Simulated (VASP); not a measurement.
Wanted: the native input for a VASP 6.6.1 run.

* Task: relaxation of cell and atoms
* Functional: PBE
* Dispersion: D3(BJ)
* Potentials or basis: VASP PAW PBE potentials, release 64 (Pt, S)
* Cutoff: 600 eV
* k mesh: 12 × 12 × 8
* Occupations: gaussian, width 0.01 eV
* Spin: no spin polarisation
* Dipole correction: no
* Further INCAR settings: ALGO = Normal; EDIFF = 1e-07; IBRION = 2; EDIFFG = -0.003; NSW = 50; ISIF = 3

The structure of PtS2 lies in POSCAR:

```
PtS2
1.0
    3.5973976593      0.0000000000      0.0000000000
   -1.7986988297      3.1154377604      0.0000000000
    0.0000000000      0.0000000000      4.6826486866
Pt S
1 2
Direct
    0.0000000000      0.0000000000      0.0000000000
    0.3333333333      0.6666666667      0.2586282043
    0.6666666667      0.3333333333      0.7413717957
```

The input as run:

INCAR

```
SYSTEM = PtS2
PREC = Accurate ; ENCUT = 600
EDIFF = 1E-7 ; ISMEAR = 0
SIGMA = 0.01 ; LREAL = .False.
LASPH = .True. ; NELM = 100
ALGO = Normal ; ISIF = 3
LWAVE = .False. ; LCHARG = .False.
GGA = PE ; IVDW = 12
IBRION = 2 ; NSW = 50
EDIFFG = -0.003
```

KPOINTS

```
Automatic mesh
0
Gamma
  12 12 8
  0 0 0
```

Potentials or basis: VASP PAW PBE potentials, release 64 (Pt, S).

The run is started by

```bash
$ cat potpaw_PBE.64/Pt/POTCAR potpaw_PBE.64/S/POTCAR > POTCAR
$ mpirun -np 1 vasp_std > vasp.out
```

Results of the run:

```yaml
Relaxed_volume: 17.28 Å³/atom
Relaxed_cell: a = 3.579 Å, b = 3.579 Å, c = 4.671 Å, α = 90.00°, β = 90.00°, γ = 120.00°
Space_group_after_relaxing_to_0.1_Å: P-3m1 (No. 164)
Energy_gained_by_relaxing: 1.7 meV/atom
Ionic_steps: 8
Pressure_after_relaxing: 0.0 GPa
Band_gap_on_the_k_mesh: 0.09 eV (least direct gap 0.70 eV)
Dispersion_energy_per_atom: -0.451 eV
```

Caveat: spin-orbit coupling is left out, which moves the levels of the heavy elements.

Wall time 8.4 min on 1 thread of Intel(R) Xeon(R) Platinum 8259CL CPU @ 2.50GHz (Skylake/Cascade Lake) (shared host), peak memory 0.29 GiB.
